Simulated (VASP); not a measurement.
Input of a VASP 6.6.1 run:

Contents of INCAR:

```
ALGO = Normal
EDIFF = 1E-8
ENCUT = 510
GGA = PE
GGA_COMPAT = False
ISIF = 2
ISMEAR = -1
ISPIN = 2
LASPH = True
LCHARG = False
LEFG = True
LMAXMIX = 4
LORBIT = 11
LREAL = False
LWAVE = False
MAGMOM = 2 2
NBANDS = 28
NELM = 200
PREC = Accurate
SIGMA = 0.05
```

KPOINTS

```
k-points
0
Gamma
  19 19 10
```

The input POSCAR:

```
Co
1.0
    2.5945708955      0.0000000000      0.0000000000
   -1.2972854477      2.2469643074      0.0000000000
    0.0000000000      0.0000000000      4.0910000000
Co
2
Direct
    0.3333333333      0.6666666667      0.2500000000
    0.6666666667      0.3333333333      0.7500000000
```

Potentials or basis: VASP PAW PBE potentials, release 64 (Co_sv).

Launch:

```sh
$ cat potpaw_PBE.64/Co_sv/POTCAR > POTCAR
$ mpirun -np 1 vasp_std > vasp.out
```

(1) What does it give for the net moment?

(2) Estimate the site moments.

(3) What does it give for the pressure?

Answers

(1) 3.34 μB per cell.

(2) Co +1.75 μB.

(3) -18.8 GPa.

Caveat: the cell differs from its parent crystal (equal xx and yy strain of +3 %); the stress differs along the axes, from -21 to -15 GPa; without QUAD_EFG the Cq values of the log hold for a quadrupole moment of 1 mb, not for the nuclei.
